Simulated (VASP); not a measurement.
The system is HfO2.

```
Hf O
1.0
     3.55802    0.00000    0.00000
     0.00000    3.55802    0.00000
     0.00000    0.00000    5.17186
Hf O
2 4
Direct
  0.00000 0.00000 0.00000
  0.50000 0.50000 0.50000
  0.00000 0.50000 0.19721
  0.50000 0.00000 0.30279
  0.50000 0.00000 0.80279
  0.00000 0.50000 0.69721
```

| Item | Value |
| --- | --- |
| Program | VASP 6.6.1 |
| Task | relaxation of cell and atoms |
| Functional | RPBE |
| Potentials or basis | VASP PAW PBE potentials, release 64 (Hf_pv, O) |
| Cutoff | 600 eV |
| k mesh | 8 × 8 × 5 |
| Occupations | fermi-dirac, width 0.05 eV |
| Spin | no spin polarisation |

At the start: pressure 11.3 GPa; volume 10.91 Å³/atom.

Q: How do energy, volume and symmetry change on relaxing?

A: Over 13 steps the energy falls by 18.9 meV/atom and the volume is 11.53 Å³/atom (+5.7 %); space group P4_2/nmc (No. 137, to 0.1 Å) before and after.

The path:
```
step  energy change (eV)  largest force (eV/Å)  pressure (GPa)  volume (Å³)
   1              0.0000                0.1206           11.32        65.47
   2              0.1063                0.4372          -13.20        73.05
   3             -0.1003                0.1320           -0.22        68.46
   4             -0.1004                0.1257            0.17        68.38
   5             -0.1034                0.1166            0.18        68.48
   6             -0.1094                0.0842            0.21        68.76
   7             -0.1067                0.0012            0.51        69.34
   8             -0.1108                0.0588            0.28        68.96
   9             -0.1128                0.0296           -0.09        69.17
  10             -0.1132                0.0100           -0.36        69.32
  11             -0.1132                0.0125           -0.33        69.30
  12             -0.1133                0.0091            0.17        69.16
  13             -0.1133                0.0020            0.02        69.21
```

Final structure:
```
Hf O
1.0
     3.61228    0.00000    0.00000
     0.00000    3.61228    0.00000
     0.00000    0.00000    5.30392
Hf O
2 4
Direct
  0.00000 0.00000 0.00000
  0.50000 0.50000 0.50000
  0.00000 0.50000 0.18931
  0.50000 0.00000 0.31069
  0.50000 0.00000 0.81069
  0.00000 0.50000 0.68931
```

Caveat: the PAW data sets were made with another functional, which shifts forces and pressure a little.
